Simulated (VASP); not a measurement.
Write the native input for VASP 6.6.1 that does the following.

| Quantity | Value |
| --- | --- |
| Task | single point |
| Functional | revPBE |
| Dispersion | D4 |
| Potentials or basis | VASP PAW PBE potentials, release 64 (Pb_d) |
| Cutoff | 520 eV |
| k mesh | 9 × 9 × 9 |
| Occupations | fermi-dirac, width 0.05 eV |
| Spin | no spin polarisation |
| Dipole correction | no |
| Further INCAR settings | ALGO = Fast; EDIFF = 1e-06; NBANDS = 13 |

The structure of Pb lies in POSCAR:

```
Pb
1.0
    0.0000000000      2.4750200000      2.4750200000
    2.4750200000      0.0000000000      2.4750200000
    2.4750200000      2.4750200000      0.0000000000
Pb
1
Direct
    0.0000000000      0.0000000000      0.0000000000
```

The input as run:

INCAR

```
ALGO = Fast
EDIFF = 1E-6
ENCUT = 520
GGA = RE
ISIF = 2
ISMEAR = -1
IVDW = 13
LASPH = T
LCHARG = F
LREAL = F
LWAVE = F
NBANDS = 13
NELM = 80
PREC = Accurate
SIGMA = 0.05
```

KPOINTS

```
k-points
0
Gamma
  9 9 9
```

Potentials or basis: VASP PAW PBE potentials, release 64 (Pb_d).

The run is started by

```console
$ cat potpaw_PBE.64/Pb_d/POTCAR > POTCAR
$ mpirun -np 1 vasp_std > vasp.out
```

It gave:

```
Pressure                   : 0.3 GPa
Band gap on the k mesh     : zero (band 7 reaches 14.81 eV, above the bottom of band 8 at 5.83 eV)
Dispersion energy per atom : -0.597 eV
```

Caveat: the PAW data sets were made with another functional, which shifts forces and pressure a little; spin-orbit coupling is left out, which moves the levels of the heavy elements; pairwise dispersion overbinds metals, which lowers pressure and volume.

Wall time 17 s on 1 thread of Intel(R) Xeon(R) Platinum 8259CL CPU @ 2.50GHz (Skylake/Cascade Lake), on a shared host, peak memory 0.15 GiB.
